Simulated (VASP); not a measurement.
TaN:

```
Ta N
1.0
     0.00000    2.17472    2.17472
     2.17472    0.00000    2.17472
     2.17472    2.17472    0.00000
Ta N
1 1
Direct
  0.50000 0.50000 0.50000
  0.00000 0.00000 0.00000
```

Base run:

```yaml
Program: VASP 6.6.1
Functional: LDA
Potentials_or_basis: VASP PAW LDA potentials, release 64 (Ta_sv_GW, N)
Cutoff: 600 eV
k_mesh: 16 × 16 × 16
Occupations: fermi-dirac, width 0.15 eV
Spin: no spin polarisation
```

Its results: band gap on the k mesh zero (band 9 reaches 16.00 eV, above the bottom of band 10 at 11.79 eV); pressure 1.2 GPa.

Problem. The run is repeated on the same cell with these changes: potentials or basis from VASP PAW LDA potentials, release 64 (Ta_sv_GW, N) to VASP PAW LDA potentials, release 64 (Ta_pv, N); cutoff from 600 eV to 520 eV; further incar settings from ALGO = Normal; EDIFF = 1e-06; NBANDS = 16 to ALGO = Normal; EDIFF = 1e-06; NBANDS = 15; valence electrons from 18 to 16. What comes out?

Solution. Band gap on the k mesh zero (band 8 reaches 11.77 eV, above the bottom of band 9 at 7.56 eV); pressure 2.1 GPa.

Caveats: spin-orbit coupling is left out, which moves the levels of the heavy elements.
